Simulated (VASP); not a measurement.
# Zn12Se7S5 (an interface model) in VASP: notebook

Zn12Se7S5 (an interface model) is run at these levels: PBE, PBEsol; tasks: single point.

Program: VASP 6.6.1. These are calculated values, not measurements. Logs are shortened: lines on timing, memory, paths and dates and some standing lists are left out, and cuts for length are marked.

**1. The cell of the first run**

The cell holds layers of an interface, 24 atoms: a = 3.787 Å, b = 3.787 Å, c = 39.069 Å, α = 90.00°, β = 90.00°, γ = 120.00°.

**2. Single point, PBE**

Input file INCAR:

```
SYSTEM = Zn12Se7S5
PREC = Accurate
ENCUT = 520
EDIFF = 1E-7
ISMEAR = -1
SIGMA = 0.05
LREAL = Auto
LASPH = .True.
NELM = 100
ALGO = Normal
ISIF = 2
LWAVE = .False.
LCHARG = .False.
GGA = PE
NBANDS = 126
```

Input file KPOINTS:

```
regular mesh
0
Gamma
  4 4 1
  0 0 0
```

Input file POSCAR:

```
Zn12Se7S5
1.0
    2.6781340000     -2.6781340000      0.0000000000
    0.0000000000      2.6781340000     -2.6781340000
   22.5565830000     22.5565830000     22.5565830000
Zn Se S
12 7 5
Direct
    0.9996210000      0.0018640000      0.0009110000
    0.9956990000      0.9884220000      0.2586080000
    0.0069260000      0.0108460000      0.5184250000
    0.9960850000      0.9991610000      0.7623910000
    0.3312470000      0.6681650000      0.0865390000
    0.3347160000      0.6663830000      0.3443060000
    0.3306300000      0.6575630000      0.6040680000
    0.3395110000      0.6745830000      0.8422630000
    0.6655330000      0.3359300000      0.1719810000
    0.6583210000      0.3245030000      0.4310280000
    0.6712430000      0.3488290000      0.6824930000
    0.6652070000      0.3334600000      0.9199860000
    0.9968940000      0.9929450000      0.0648970000
    0.9997420000      0.9936960000      0.3230600000
    0.9916830000      0.9960460000      0.5830350000
    0.3261830000      0.6694310000      0.1509090000
    0.3414190000      0.6780790000      0.4090820000
    0.6767100000      0.3343520000      0.2368720000
    0.6714520000      0.3505020000      0.4967490000
    0.0012110000      0.9988770000      0.8222610000
    0.3412760000      0.6622920000      0.6641230000
    0.3280350000      0.6536350000      0.9007790000
    0.6631690000      0.3268580000      0.7424010000
    0.6644240000      0.3270720000      0.9795070000
```

Potentials or basis: VASP PAW PBE potentials, release 64 (Zn, Se, S).

On the command line:

```bash
$ cat potpaw_PBE.64/Zn/POTCAR potpaw_PBE.64/Se/POTCAR potpaw_PBE.64/S/POTCAR > POTCAR
$ mpirun -np 1 vasp_std > vasp.out
```

OUTCAR:

```text
SYSTEM = Zn12Se7S5
   PREC = Accurate
   ENCUT = 520
   EDIFF = 1E-7
   ISMEAR = -1
   LREAL = Auto
   LASPH = .True.
   NELM = 100
   ISIF = 2
   GGA = PE

 ion  position               nearest neighbor table
   1  1.000  0.002  0.001-  24 2.32  24 2.34  24 2.37  13 2.50
   2  0.996  0.988  0.259-  18 2.31  18 2.34  18 2.39  14 2.52
   3  0.007  0.011  0.518-  19 2.33  19 2.34  19 2.37  15 2.52
   4  0.996  0.999  0.762-  23 2.30  23 2.32  20 2.34  23 2.34
   5  0.331  0.668  0.087-  13 2.32  13 2.34  13 2.37  16 2.51
   6  0.335  0.666  0.344-  14 2.33  14 2.33  14 2.36  17 2.53
[... 16 lines left out ...]
  23  0.663  0.327  0.742-   4 2.30   4 2.32   4 2.34  11 2.34
  24  0.664  0.327  0.980-   1 2.32  12 2.33   1 2.34   1 2.37

  LATTYP: Found a hexagonal cell.
 ALAT       =     3.7874534247
 C/A-ratio  =    10.3154133980

  Lattice vectors:

 A1 = (   2.6781340000,  -2.6781340000,   0.0000000000)
 A2 = (   0.0000000000,   2.6781340000,  -2.6781340000)
 A3 = (  22.5565830000,  22.5565830000,  22.5565830000)

Analysis of symmetry for initial positions (statically):
=====================================================================
 Subroutine PRICEL returns:
 Original cell was already a primitive cell.

 Routine SETGRP: Setting up the symmetry group for a
 hexagonal supercell.

 Subroutine GETGRP returns: Found  1 space group operations
 (whereof  1 operations were pure point group operations)
 out of a pool of 24 trial point group operations.

The static configuration has the point symmetry C_1 .

Analysis of symmetry for dynamics (positions and initial velocities):
=====================================================================
 Subroutine PRICEL returns:
 Original cell was already a primitive cell.

 Routine SETGRP: Setting up the symmetry group for a
 hexagonal supercell.

 Subroutine GETGRP returns: Found  1 space group operations
 (whereof  1 operations were pure point group operations)
 out of a pool of 24 trial point group operations.

The dynamic configuration has the point symmetry C_1 .

 Subroutine INISYM returns: Found  1 space group operations
 (whereof  1 operations are pure point group operations),
 and found     1 'primitive' translations

----------------------------------------------------------------------------------------

[... 122 lines left out ...]
   LREAL  =      T    real-space projection
   EDIFFG = 0.1E-05   stopping-criterion for IOM
   NSW    =      0    number of steps for IOM
   IBRION =     -1    ionic relax: 0-MD 1-quasi-New 2-CG
   NFREE  =      0    steps in history (QN), initial steepest desc. (CG)
   ISIF   =      2    stress and relaxation
   ISYM   =      2    0-nonsym 1-usesym 2-fastsym
   POTIM  = 0.5000    time-step for ionic-motion
   TEBEG  =    0.0;   TEEND  =   0.0 temperature during run
   PSTRESS=    0.0 pullay stress
   NELECT =     216.0000    total number of electrons
   NUPDOWN=      -1.0000    fix difference up-down
   EMIN   =  10.00;   EMAX   =-10.00  energy-range for DOS
   EFERMI =   0.00;   METHOD = LEGACY
   ISMEAR =    -1;   SIGMA  =   0.05  broadening in eV -4-tet -1-fermi 0-gaus
   EFERMI_NEDOS =   21; number of points for ismear=-14 and -15
   IALGO  =     38    algorithm
   IMIX   =      4    mixing-type and parameters
     AMIX     =   0.40;   BMIX     =  1.00
     AMIX_MAG =   1.60;   BMIX_MAG =  1.00
  volume/ion in A,a.u.               =      20.22       136.47
  Fermi-wavevector in a.u.,A,eV,Ry     =   1.249894  2.361956 21.255482  1.562234
  Thomas-Fermi vector in A             =   2.383913
   LORBIT       =      0    0 simple, 1 ext, 2 COOP (PROOUT), +10 PAW based schemes
   GGA     = PE    functional components
   LHFCALC =     F    Hartree Fock is set to
   AEXX    =    0.0000 exact exchange contribution
   IVDW    =     0    specifies the selected vdW correction
   LEPSILON=     F    determine dielectric tensor
   LRPA    =     F    only Hartree local field effects (RPA)
 non-spin polarized calculation
  energy-cutoff  :      520.00
  volume of cell :      485.35
 maximum number of plane-waves:     13097
   NGX = 15   NGY = 15   NGZ =145

 number of electron     216.0000012 magnetization

 Free energy of the ion-electron system (eV)
  ---------------------------------------------------
  ext. energy  EPLUGINS =         0.00000000
  ---------------------------------------------------
  free energy    TOTEN  =       -74.12449030 eV

  energy without entropy =      -74.12447787  energy(sigma->0) =      -74.12448409

 E-fermi :   3.5076     XC(G=0):  -9.7168

 val. band max:        3.0295357340   @ k =   0.0000   0.0000   0.0000
 cond. band min:       3.9710888400   @ k =   0.0000   0.0000   0.0000
 fundamental gap:      0.9415531060
 Fermi energy:         3.5075556500

 k-point     1 :       0.0000    0.0000    0.0000
  band No.  band energies     occupation
      1     -11.6570      2.00000
      2     -11.4157      2.00000
      3     -11.3018      2.00000
      4     -11.1781      2.00000
      5     -10.9556      2.00000
      6     -10.9062      2.00000
[... 1219 lines left out ...]
    119       7.3748      0.00000
    120       7.8031      0.00000
 [bands above 120 left out]

------------------------ aborting loop because EDIFF is reached ----------------------------------------

  FORCE on cell =-STRESS in cart. coord.  units (eV):
  Direction    XX          YY          ZZ          XY          YZ          ZX
  --------------------------------------------------------------------------------------
  -------------------------------------------------------------------------------------
  Total       23.9050011     23.9358690     23.8782186     -8.4633721     -8.7525955     -7.9400166
  in kB       78.9114781     79.0133745     78.8230680    -27.9379699    -28.8927094    -26.2103502
  external PRESSURE =      78.9159735 kB  Pullay stress =       0.0000000 kB

 VOLUME and BASIS-vectors are now :
 -----------------------------------------------------------------------------
  energy-cutoff  :      520.00
  volume of cell :      485.35
      direct lattice vectors                 reciprocal lattice vectors
     2.678134000 -2.678134000  0.000000000     0.248929541 -0.124464770 -0.124464770
     0.000000000  2.678134000 -2.678134000     0.124464770  0.124464770 -0.248929541
    22.556583000 22.556583000 22.556583000     0.014777652  0.014777652  0.014777652

 POSITION                                       TOTAL-FORCE (eV/Angst)
 -----------------------------------------------------------------------------------
      2.69767     -2.65158      0.01556        -0.068378     -0.139987      0.075061
      8.49993      5.81382      3.18619         0.770126      0.428615      0.135194
     11.71245     11.70439     11.66485         0.401772      0.646739      0.308105
     19.86458     17.20517     14.52105        -0.021180     -0.135598      0.061819
      2.83915      2.85434      0.16259         0.420397      0.258647      0.631282
      8.66278      8.65462      5.98170         0.476413      0.407035      0.638213
[... 16 lines left out ...]
     18.52209     15.84534     15.87066         0.071937      0.162779     -0.042076
     23.87375     21.19086     21.21839         0.295145      0.368920      0.161204
 -----------------------------------------------------------------------------------
    total drift:                                0.012595     -0.012627      0.010736

  FREE ENERGIE OF THE ION-ELECTRON SYSTEM (eV)
  ---------------------------------------------------
  free  energy   TOTEN  =       -74.1244903013 eV

  energy  without entropy=      -74.1244778718  energy(sigma->0) =      -74.12448409
```

OSZICAR:

```text
N       E                     dE             d eps       ncg     rms          rms(c)
DAV:   1     0.210863867137E+04    0.21086E+04   -0.95115E+04  2520   0.206E+03
DAV:   2     0.314715464927E+03   -0.17939E+04   -0.17413E+04  2520   0.520E+02
DAV:   3    -0.480203631169E+02   -0.36274E+03   -0.34738E+03  2716   0.195E+02
[... 11 lines left out ...]
DAV:  15    -0.741244837841E+02    0.17610E-05   -0.74892E-05  3064   0.689E-02    0.460E-02
DAV:  16    -0.741244969696E+02   -0.13185E-04   -0.67057E-05  3248   0.524E-02    0.175E-02
DAV:  17    -0.741244889016E+02    0.80680E-05   -0.43542E-05  3272   0.550E-02    0.141E-02
DAV:  18    -0.741244892031E+02   -0.30153E-06   -0.69187E-06  2928   0.929E-03    0.913E-03
DAV:  19    -0.741244902411E+02   -0.10380E-05   -0.20319E-06  2992   0.134E-02    0.290E-03
DAV:  20    -0.741244903013E+02   -0.60183E-07   -0.57801E-07  2496   0.574E-03
   1 F= -.74124490E+02 E0= -.74124484E+02  d E =-.124295E-04
```

It took 26 min on 1 thread of Intel Xeon 6975P-C, shared host; peak memory 0.75 GiB.

Results:

```yaml
Free_energy: -74.1245 eV
Pressure: 7.9 GPa
Largest_force: 1.154 eV/Å
Band_gap_on_the_k_mesh: 0.94 eV, direct
```

Forces in eV/Å, atoms in the order of the input:
```
Zn  -0.068 -0.140  0.075
Zn   0.770  0.429  0.135
Zn   0.402  0.647  0.308
Zn  -0.021 -0.136  0.062
Zn   0.420  0.259  0.631
Zn   0.476  0.407  0.638
Zn   0.233  0.610  0.248
Zn  -0.306 -0.290 -0.086
Zn   0.388  0.676  0.533
Zn   0.924  0.691  0.006
Zn   0.258 -0.360  0.499
Zn  -0.049 -0.160  0.227
Se  -0.427 -0.243 -0.643
Se  -0.430 -0.369 -0.636
Se  -0.412 -0.846 -0.482
Se  -0.312 -0.660 -0.480
Se  -0.818 -0.581  0.106
Se  -0.833 -0.446 -0.170
Se  -0.548 -0.786 -0.376
S    0.066  0.058 -0.127
S   -0.302  0.374 -0.507
S    0.222  0.334 -0.081
S    0.072  0.163 -0.042
S    0.295  0.369  0.161
```

Caveat: the k points lie up to 0.48 Å⁻¹ apart.

**3. Single point, PBEsol**

Input file INCAR:

```
SYSTEM = Zn12Se7S5
PREC     = Accurate       ! precision mode
ENCUT    = 520            ! plane-wave cutoff, eV
EDIFF    = 1E-6           ! SCF threshold, eV
ISMEAR   = -1             ! smearing method
SIGMA    = 0.05           ! smearing width, eV
LREAL    = Auto         
LASPH    = .TRUE.         ! aspherical terms in the spheres
NELM     = 60             ! most SCF steps
ALGO     = Normal         ! electronic algorithm
ISIF     = 2              ! what is computed and relaxed
LWAVE    = .FALSE.        ! write WAVECAR
LCHARG   = .TRUE.         ! write CHGCAR
GGA      = PS             ! functional
LELF     = .TRUE.         ! ELF
LVHAR    = .TRUE.       
NBANDS   = 126            ! bands
```

Input file KPOINTS:

```
Automatic mesh
0
G
  4 4 1
  0 0 0
```

POSCAR is that of step 2.

Potentials or basis: VASP PAW PBE potentials, release 64 (Zn, Se, S).

On the command line:

```bash
$ cat potpaw_PBE.64/Zn/POTCAR potpaw_PBE.64/Se/POTCAR potpaw_PBE.64/S/POTCAR > POTCAR
$ mpirun -np 1 vasp_std > vasp.out
```

Wall time 35 min (1 thread of Intel Xeon Platinum 8259CL at 2.50GHz (Skylake/Cascade Lake), shared host); peak memory 0.74 GiB.

The run converged. Its results:

- Free energy: -83.7366 eV
- Pressure: 4.1 GPa
- Largest force: 1.074 eV/Å
- Band gap on the k mesh: 0.84 eV, direct

Forces on the atoms (eV/Å):
```
Zn  -0.083 -0.152  0.055
Zn   0.719  0.391  0.107
Zn   0.363  0.600  0.276
Zn  -0.022 -0.133  0.057
Zn   0.383  0.229  0.586
Zn   0.438  0.371  0.591
Zn   0.218  0.578  0.230
Zn  -0.294 -0.278 -0.079
Zn   0.353  0.628  0.491
Zn   0.863  0.639 -0.026
Zn   0.250 -0.345  0.485
Zn  -0.046 -0.153  0.219
Se  -0.388 -0.211 -0.597
Se  -0.393 -0.335 -0.591
Se  -0.374 -0.794 -0.445
Se  -0.280 -0.616 -0.443
Se  -0.764 -0.537  0.128
Se  -0.779 -0.404 -0.140
Se  -0.502 -0.730 -0.331
S    0.065  0.059 -0.119
S   -0.297  0.357 -0.491
S    0.211  0.318 -0.084
S    0.073  0.161 -0.041
S    0.290  0.361  0.161
```

Stress tensor (GPa, compression positive):
```
 4.13 -2.70 -2.55
-2.70  4.14 -2.80
-2.55 -2.80  4.12
```

Levels at points of the mesh, in eV from the valence-band top:
```
           k point  band 106  band 107  band 108  band 109  band 110  band 111
(0.00, 0.00, 0.00)     -0.28     -0.06      0.00      0.84      1.56      1.75
(0.50, 0.00, 0.00)     -1.62     -1.45     -1.26      1.81      1.89      2.34
(0.00, 0.50, 0.00)     -1.60     -1.49     -1.27      1.81      1.87      2.30
(0.50, 0.50, 0.00)     -1.61     -1.45     -1.27      1.82      1.88      2.34
```

Caveat: the k points lie up to 0.48 Å⁻¹ apart; the PAW data sets were made with another functional, which shifts forces and pressure a little.
